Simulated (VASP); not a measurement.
A run of VASP 6.6.1 is set up as follows.

Contents of INCAR:

```
SYSTEM = Cu
ALGO = Fast
EDIFF = 1E-6
ENCUT = 520
GGA = PS
ISIF = 2
ISMEAR = 0
LASPH = .TRUE.
LCHARG = .TRUE.
LELF = .TRUE.
LREAL = .FALSE.
LVHAR = .TRUE.
LWAVE = .FALSE.
NBANDS = 18
NELM = 100
PREC = Accurate
SIGMA = 0.15
```

File KPOINTS:

```
k-points
0
G
  24 24 12
  0 0 0
```

POSCAR

```
Cu
1.0
    2.6608015033      0.0000000000      0.0000000000
   -1.3304007516      2.3043216963      0.0000000000
    0.0000000000      0.0000000000      4.3181995500
Cu
2
Direct
    0.3333333333      0.6666666667      0.2500000000
    0.6666666667      0.3333333333      0.7500000000
```

Potentials or basis: VASP PAW PBE potentials, release 64 (Cu).

The run is started by

```bash
$ cat potpaw_PBE.64/Cu/POTCAR > POTCAR
$ mpirun -np 1 vasp_std > vasp.out
```

Predict the pressure.

-17.0 GPa.

Predict the band gap on the k mesh.

zero (band 11 reaches 9.82 eV, above the bottom of band 12 at 4.28 eV).

Stress tensor (GPa, compression positive):
```
-17.43   0.00   0.00
  0.00 -17.43   0.00
  0.00   0.00 -16.23
```

Caveat: the cell differs from its parent crystal (strain +0.050 along x and y, +0.050 along z); the PAW data sets were made with another functional, which shifts forces and pressure a little.
